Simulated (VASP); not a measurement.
# Gd (P6_3/mmc) in VASP: relaxation of shape and atoms at fixed volume with PBE

Aim: the relaxation of shape and atoms at fixed volume of Gd with PBE.

Program: VASP 6.6.1. These are calculated values, not measurements. Logs are shortened: lines on timing, memory, paths and dates and some standing lists are left out, and cuts for length are marked.

## (1) The cell of the first run

Symmetry: P6_3/mmc, No. 194, hexagonal system. Conventional cell: a = 3.646 Å, b = 3.646 Å, c = 5.831 Å, α = 90.00°, β = 90.00°, γ = 120.00°. Gd (site symmetry -6m2) has 12 Gd at 3.60 to 3.65 Å within 4.7 Å.

## (2) Relaxation of shape and atoms at fixed volume, PBE, collinear spin, antiferromagnetic start

Contents of INCAR:

```
SYSTEM = Gd
  PREC = Accurate
  ENCUT = 600
  EDIFF = 1E-7
  ISMEAR = 0
  SIGMA = 0.05
  LREAL = .FALSE.
  LASPH = .TRUE.
  NELM = 200
  ALGO = Normal
  ISIF = 4
  LWAVE = .FALSE.
  LCHARG = .FALSE.
  ISPIN = 2
  MAGMOM = 7.98 -7.98
  LORBIT = 11
  LMAXMIX = 6
  GGA = PE
  IBRION = 2
  NSW = 60
  EDIFFG = -0.01
  GGA_COMPAT = .FALSE.
  NELMIN = 4
  KPAR = 4
```

Contents of KPOINTS:

```
regular mesh
0
G
  14 14 8
  0 0 0
```

Contents of POSCAR:

```
Gd
1.0
    3.6464921873      0.0000000000      0.0000000000
   -1.8232460937      3.1579548689      0.0000000000
    0.0000000000      0.0000000000      5.8312231923
Gd
2
Direct
    0.3333333333      0.6666666667      0.7500000000
    0.6666666667      0.3333333333      0.2500000000
```

Potentials or basis: VASP PAW PBE potentials, release 64 (Gd).

Run with:

```
$ cat potpaw_PBE.64/Gd/POTCAR > POTCAR
$ mpirun -np 4 vasp_std > vasp.out
```

OUTCAR:

```text
SYSTEM = Gd
   PREC = Accurate
   ENCUT = 600
   EDIFF = 1E-7
   ISMEAR = 0
   LREAL = .FALSE.
   LASPH = .TRUE.
   NELM = 200
   ISIF = 4
   ISPIN = 2
   LORBIT = 11
   GGA = PE
   IBRION = 2
   NSW = 60
   EDIFFG = -0.01
   NELMIN = 4

 ion  position               nearest neighbor table
   1  0.333  0.667  0.750-
   2  0.667  0.333  0.250-

  LATTYP: Found a hexagonal cell.
 ALAT       =     3.6464921873
 C/A-ratio  =     1.5991322325

  Lattice vectors:

 A1 = (   3.6464921873,   0.0000000000,   0.0000000000)
 A2 = (  -1.8232460937,   3.1579548689,   0.0000000000)
 A3 = (   0.0000000000,   0.0000000000,   5.8312231923)

Analysis of symmetry for initial positions (statically):
=====================================================================
 Subroutine PRICEL returns:
 Original cell was already a primitive cell.

 Routine SETGRP: Setting up the symmetry group for a
 hexagonal supercell.

 Subroutine GETGRP returns: Found 24 space group operations
 (whereof 12 operations were pure point group operations)
 out of a pool of 24 trial point group operations.

The static configuration has the point symmetry D_3d.
 The point group associated with its full space group is D_6h.

Analysis of symmetry for dynamics (positions and initial velocities):
=====================================================================
 Subroutine PRICEL returns:
 Original cell was already a primitive cell.

 Routine SETGRP: Setting up the symmetry group for a
 hexagonal supercell.

 Subroutine GETGRP returns: Found 24 space group operations
 (whereof 12 operations were pure point group operations)
 out of a pool of 24 trial point group operations.

The dynamic configuration has the point symmetry D_3d.
 The point group associated with its full space group is D_6h.

Analysis of structural, dynamic, and magnetic symmetry:
=====================================================================
 Subroutine PRICEL returns:
 Original cell was already a primitive cell.

 Routine SETGRP: Setting up the symmetry group for a
 hexagonal supercell.

 Subroutine GETGRP returns: Found 24 space group operations
 (whereof 12 operations were pure point group operations)
 out of a pool of 24 trial point group operations.

The overall configuration has the point symmetry D_3d.
 The point group associated with its full space group is D_6h.

 Subroutine INISYM returns: Found 24 space group operations
 (whereof 12 operations are pure point group operations),
 and found     1 'primitive' translations

----------------------------------------------------------------------------------------

                                     Primitive cell

  volume of cell :      67.1492

  direct lattice vectors                    reciprocal lattice vectors
     3.646492187  0.000000000  0.000000000     0.274236156  0.158330318  0.000000000
    -1.823246094  3.157954869  0.000000000     0.000000000  0.316660637  0.000000000
     0.000000000  0.000000000  5.831223192     0.000000000  0.000000000  0.171490606

  length of vectors
     3.646492187  3.646492187  5.831223192     0.316660637  0.316660637  0.171490606

  position of ions in fractional coordinates (direct lattice)
     0.333333333  0.666666667  0.750000000
     0.666666667  0.333333333  0.250000000

  ion indices of the primitive-cell ions
   primitive index   ion index
                 1           1
                 2           2

----------------------------------------------------------------------------------------

 KPOINTS: regular mesh

Automatic generation of k-mesh.
 Grid dimensions read from file:
 generate k-points for:   14   14    8

 Generating k-lattice:

  Cartesian coordinates                     Fractional coordinates (reciprocal lattice)
     0.019588297  0.011309308  0.000000000     0.071428571  0.000000000  0.000000000
     0.000000000  0.022618617  0.000000000     0.000000000  0.071428571  0.000000000
     0.000000000  0.000000000  0.021436326     0.000000000  0.000000000  0.125000000

  Length of vectors
     0.022618617  0.022618617  0.021436326

  Shift w.r.t. Gamma in fractional coordinates (k-lattice)
     0.000000000  0.000000000  0.000000000

 Subroutine IBZKPT returns following result:
 ===========================================

 Found    120 irreducible k-points:

 Following reciprocal coordinates:
            Coordinates               Weight
  0.000000  0.000000  0.000000      1.000000
  0.071429  0.000000  0.000000      6.000000
  0.142857  0.000000  0.000000      6.000000
  0.214286 -0.000000  0.000000      6.000000
  0.285714  0.000000  0.000000      6.000000
  0.357143 -0.000000  0.000000      6.000000
[... 16 lines left out ...]
  0.285714  0.285714  0.000000      6.000000
  0.357143  0.285714  0.000000      6.000000
 [... further k-points ...]
   k-points           NKPTS =    120   k-points in BZ     NKDIM =    120   number of bands    NBANDS=     22
   number of dos      NEDOS =    301   number of ions     NIONS =      2
   total plane-waves  NPLWV =  43200
   dimension x,y,z NGX =    30 NGY =   30 NGZ =   48
   dimension x,y,z NGXF=    60 NGYF=   60 NGZF=   96
   ions per type =               2
   NGX,Y,Z   is equivalent  to a cutoff of  13.68, 13.68, 13.68 a.u.
   NGXF,Y,Z  is equivalent  to a cutoff of  27.35, 27.35, 27.37 a.u.
 SYSTEM =  Gd
   PREC   = accura    normal or accurate (medium, high low for compatibility)
   ISTART =      0    job   : 0-new  1-cont  2-samecut
   ICHARG =      2    charge: 1-file 2-atom 10-const
   ISPIN  =      2    spin polarized calculation?
   LNONCOLLINEAR =      F non collinear calculations
   LSORBIT =      F    spin-orbit coupling
   LASPH  =      T    aspherical Exc in radial PAW
   ENCUT  =  600.0 eV  44.10 Ry    6.64 a.u.   7.28  7.28 11.65*2*pi/ulx,y,z
   NELM   =    200;   NELMIN=  4; NELMDL= -5     # of ELM steps
   EDIFF  = 0.1E-06   stopping-criterion for ELM
   LREAL  =      F    real-space projection
   EDIFFG = -.1E-01   stopping-criterion for IOM
   NSW    =     60    number of steps for IOM
   IBRION =      2    ionic relax: 0-MD 1-quasi-New 2-CG
   NFREE  =      1    steps in history (QN), initial steepest desc. (CG)
   ISIF   =      4    stress and relaxation
   ISYM   =      2    0-nonsym 1-usesym 2-fastsym
   POTIM  = 0.5000    time-step for ionic-motion
   TEBEG  =    0.0;   TEEND  =   0.0 temperature during run
   PSTRESS=    0.0 pullay stress
   NELECT =      36.0000    total number of electrons
   NUPDOWN=      -1.0000    fix difference up-down
   EMIN   =  10.00;   EMAX   =-10.00  energy-range for DOS
   EFERMI =   0.00;   METHOD = LEGACY
   ISMEAR =     0;   SIGMA  =   0.05  broadening in eV -4-tet -1-fermi 0-gaus
   EFERMI_NEDOS =   21; number of points for ismear=-14 and -15
   IALGO  =     38    algorithm
   IMIX   =      4    mixing-type and parameters
     AMIX     =   0.40;   BMIX     =  1.00
     AMIX_MAG =   1.60;   BMIX_MAG =  1.00
  volume/ion in A,a.u.               =      33.57       226.57
  Fermi-wavevector in a.u.,A,eV,Ry     =   1.329930  2.513203 24.064804  1.768713
  Thomas-Fermi vector in A             =   2.459055
   LORBIT       =     11    0 simple, 1 ext, 2 COOP (PROOUT), +10 PAW based schemes
   GGA     = PE    functional components
   LHFCALC =     F    Hartree Fock is set to
   AEXX    =    0.0000 exact exchange contribution
   IVDW    =     0    specifies the selected vdW correction
   LEPSILON=     F    determine dielectric tensor
   LRPA    =     F    only Hartree local field effects (RPA)
 conjugate gradient relaxation of ions
 spin polarized calculation
 Gauss-broadening in eV      SIGMA  =   0.05
  energy-cutoff  :      600.00
  volume of cell :       67.15
 maximum number of plane-waves:      2297
 NGX is ok and might be reduce to    30
   NGX = 15   NGY = 15   NGZ = 23

--------------------------------------- Ionic step        1  -------------------------------------------

 number of electron      35.9999994 magnetization       0.0000000

 number of electron      35.9999994 magnetization      -0.0000000

 Free energy of the ion-electron system (eV)
  ---------------------------------------------------
  ext. energy  EPLUGINS =         0.00000000
  ---------------------------------------------------
  free energy    TOTEN  =       -23.42840870 eV

  energy without entropy =      -23.42435387  energy(sigma->0) =      -23.42638128

------------------------ aborting loop because EDIFF is reached ----------------------------------------

  FORCE on cell =-STRESS in cart. coord.  units (eV):
  Direction    XX          YY          ZZ          XY          YZ          ZX
  --------------------------------------------------------------------------------------
  -------------------------------------------------------------------------------------
  Total       -0.3297612     -0.3297612     -0.2583104      0.0000000      0.0000000      0.0000000
  in kB       -7.8680889     -7.8680889     -6.1632748      0.0000000      0.0000000      0.0000000
  external PRESSURE =      -7.2998175 kB  Pullay stress =       0.0000000 kB

 VOLUME and BASIS-vectors are now :
 -----------------------------------------------------------------------------
  energy-cutoff  :      600.00
  volume of cell :       67.15
      direct lattice vectors                 reciprocal lattice vectors
     3.646492187  0.000000000  0.000000000     0.274236156  0.158330318  0.000000000
    -1.823246094  3.157954869  0.000000000     0.000000000  0.316660637  0.000000000
     0.000000000  0.000000000  5.831223192     0.000000000  0.000000000  0.171490606
[... 46 lines left out ...]
  FREE ENERGIE OF THE ION-ELECTRON SYSTEM (eV)
  ---------------------------------------------------
  free  energy   TOTEN  =       -23.4284708823 eV

  energy  without entropy=      -23.4243996038  energy(sigma->0) =      -23.42643524

--------------------------------------- Ionic step        3  -------------------------------------------

 number of electron      35.9999995 magnetization       0.0000000

 number of electron      35.9999995 magnetization      -0.0000000

 Free energy of the ion-electron system (eV)
  ---------------------------------------------------
  ext. energy  EPLUGINS =         0.00000000
  ---------------------------------------------------
  free energy    TOTEN  =       -23.42848732 eV

  energy without entropy =      -23.42440674  energy(sigma->0) =      -23.42644703

 E-fermi :   2.8583     XC(G=0):  -9.9067

 val. band max:        2.8573450330   @ k =   0.2857   0.2143   0.1250
 cond. band min:       2.8593616345   @ k =   0.1429   0.0714   0.5000
 fundamental gap:      0.0020166016
 Fermi energy:         2.8583267650

 spin component 1

 k-point     1 :       0.0000    0.0000    0.0000
  band No.  band energies     occupation
      1     -42.3183      1.00000
      2     -39.0990      1.00000
      3     -19.7557      1.00000
      4     -19.4681      1.00000
      5     -19.4681      1.00000
      6     -17.3805      1.00000
[... 14 lines left out ...]
     21       3.4572      0.00000
     22       3.5401      0.00000
[... 554 lines left out ...]
      2     -39.0490      1.00000
      3     -19.8421      1.00000
      4     -19.7693      1.00000
      5     -19.6239      1.00000
      6     -17.5389      1.00000
[... 14 lines left out ...]
     21       3.4227      0.00000
     22       3.4444      0.00000

 [... further k-points ...]

 spin component 2

 k-point     1 :       0.0000    0.0000    0.0000
  band No.  band energies     occupation
      1     -42.3183      1.00000
      2     -39.0990      1.00000
      3     -19.7557      1.00000
      4     -19.4681      1.00000
      5     -19.4681      1.00000
      6     -17.3805      1.00000
[... 14 lines left out ...]
     21       3.4572      0.00000
     22       3.5402      0.00000
[... 597 lines left out ...]
 POSITION                                       TOTAL-FORCE (eV/Angst)
 -----------------------------------------------------------------------------------
     -0.00000      2.10329      4.38179         0.000000      0.000000      0.000000
      1.82150      1.05165      1.46060        -0.000000     -0.000000      0.000000
 -----------------------------------------------------------------------------------
    total drift:                               -0.000000      0.000000     -0.000000

  FREE ENERGIE OF THE ION-ELECTRON SYSTEM (eV)
  ---------------------------------------------------
  free  energy   TOTEN  =       -23.4284873215 eV

  energy  without entropy=      -23.4244067440  energy(sigma->0) =      -23.42644703

 reached required accuracy - stopping structural energy minimisation

 total charge

# of ion       s       p       d       f       tot
--------------------------------------------------
    1        2.073   5.562   0.568   6.996  15.199
    2        2.073   5.562   0.568   6.996  15.199
--------------------------------------------------
tot          4.147  11.124   1.137  13.992  30.399

 magnetization (x)

# of ion       s       p       d       f       tot
--------------------------------------------------
    1        0.009  -0.070   0.201   6.802   6.942
    2       -0.009   0.070  -0.201  -6.802  -6.942
--------------------------------------------------
tot          0.000   0.000   0.000   0.000   0.000
```

Wall time 19 min (4 MPI ranks of Intel Xeon Platinum 8259CL at 2.50GHz (Skylake/Cascade Lake), shared host); peak memory 0.51 GiB.

What came out:

```
Free energy                                           : -23.4285 eV
Energy gained by relaxing                             : 0.0 meV/atom
Ionic steps                                           : 3
Pressure after relaxing                               : -0.7 GPa
Band gap on the k mesh                                : zero (filled and empty bands overlap)
Net moment                                            : 0.00 μB per cell
Site moments                                          : Gd +6.94, -6.94 μB
Valence electrons inside the program's atomic spheres : Gd 15.20
```

Final structure:
```
CELL_PARAMETERS angstrom
3.64301 0.00000 0.00000
-1.82150 3.15494 0.00000
0.00000 0.00000 5.84238
ATOMIC_POSITIONS crystal
Gd 0.33333 0.66667 0.75000
Gd 0.66667 0.33333 0.25000
```

Levels at points of the mesh, in eV from the Fermi level:
Spin up:
| k point | band 14 | band 15 | band 16 | band 17 | band 18 | band 19 | band 20 | band 21 | band 22 |
| --- | --- | --- | --- | --- | --- | --- | --- | --- | --- |
| (0.00, 0.00, 0.00) | -4.69 | -4.69 | -4.62 | -1.91 | 0.47 | 0.51 | 0.60 | 0.60 | 0.68 |
| (0.50, 0.00, 0.00) | -4.68 | -4.66 | -1.79 | -1.07 | -0.90 | 0.28 | 0.55 | 0.61 | 0.64 |
| (0.00, 0.00, 0.50) | -4.69 | -4.69 | -3.45 | -2.74 | 0.22 | 0.48 | 0.62 | 0.62 | 0.73 |
| (0.50, 0.00, 0.50) | -4.68 | -4.66 | -1.88 | -1.59 | -0.24 | 0.41 | 0.49 | 0.60 | 0.64 |
Spin down:
```csv
k point,band 16,band 17,band 18,band 19,band 20,band 21
"(0.00, 0.00, 0.00)",-4.62,-1.91,0.47,0.51,0.60,0.60
"(0.50, 0.00, 0.00)",-1.79,-1.07,-0.90,0.28,0.55,0.61
"(0.00, 0.00, 0.50)",-3.45,-2.74,0.22,0.48,0.62,0.62
"(0.50, 0.00, 0.50)",-1.88,-1.59,-0.24,0.41,0.49,0.60
```

Caveat: spin-orbit coupling is left out, which moves the levels of the heavy elements.
